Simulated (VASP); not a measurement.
The system is Mo.

```
Mo
1.0
     2.91098    0.00000    0.00000
    -1.45549    2.52099    0.00000
     0.00000    0.00000    4.72468
Mo
2
Direct
  0.33333 0.66667 0.25000
  0.66667 0.33333 0.75000
```

| Quantity | Value |
| --- | --- |
| Program | VASP 6.6.1 |
| Task | relaxation of cell and atoms |
| Functional | PBE |
| Potentials or basis | VASP PAW PBE potentials, release 64 (Mo_sv) |
| Cutoff | 600 eV |
| k mesh | 6 × 6 × 4 |
| Occupations | gaussian, width 0.1 eV |
| Spin | no spin polarisation |

At the start: pressure -16.0 GPa; volume 17.34 Å³/atom.

**Question.** Where does the relaxation end?

**Answer.** Over 13 steps the energy falls by 76.9 meV/atom and the volume is 16.00 Å³/atom (-7.7 %); space group P6_3/mmc (No. 194, to 0.05 Å).

Step by step:
| step | energy change (eV) | largest force (eV/Å) | pressure (GPa) | volume (Å³) |
| --- | --- | --- | --- | --- |
| 1 | 0.0000 | 0.0000 | -15.97 | 34.67 |
| 2 | 0.7298 | 0.0000 | 61.41 | 26.71 |
| 3 | -0.1419 | 0.0000 | -1.23 | 32.17 |
| 4 | -0.1425 | 0.0000 | -0.23 | 32.04 |
| 5 | -0.1426 | 0.0000 | 0.14 | 31.98 |
| 6 | -0.1464 | 0.0000 | 0.26 | 31.96 |
| 7 | -0.1518 | 0.0000 | 0.72 | 31.90 |
| 8 | -0.1478 | 0.0000 | 2.02 | 31.77 |
| 9 | -0.1531 | 0.0000 | 0.97 | 31.87 |
| 10 | -0.1532 | 0.0000 | 1.16 | 31.84 |
| 11 | -0.1510 | 0.0000 | -2.02 | 32.29 |
| 12 | -0.1536 | 0.0000 | 0.23 | 31.97 |
| 13 | -0.1538 | 0.0000 | -0.02 | 32.00 |

Final structure:
```cif
data_structure
_symmetry_space_group_name_H-M 'P 1'
_symmetry_Int_Tables_number 1
_cell_length_a 2.8784
_cell_length_b 2.8784
_cell_length_c 4.4601
_cell_angle_alpha 90.000
_cell_angle_beta 90.000
_cell_angle_gamma 120.000
_cell_volume 32.00
loop_
_atom_site_label
_atom_site_type_symbol
_atom_site_fract_x
_atom_site_fract_y
_atom_site_fract_z
_atom_site_occupancy
Mo1 Mo 0.33333 0.66667 0.25000 1
Mo2 Mo 0.66667 0.33333 0.75000 1
```

Caveat: the k points lie up to 0.42 Å⁻¹ apart in the final cell.
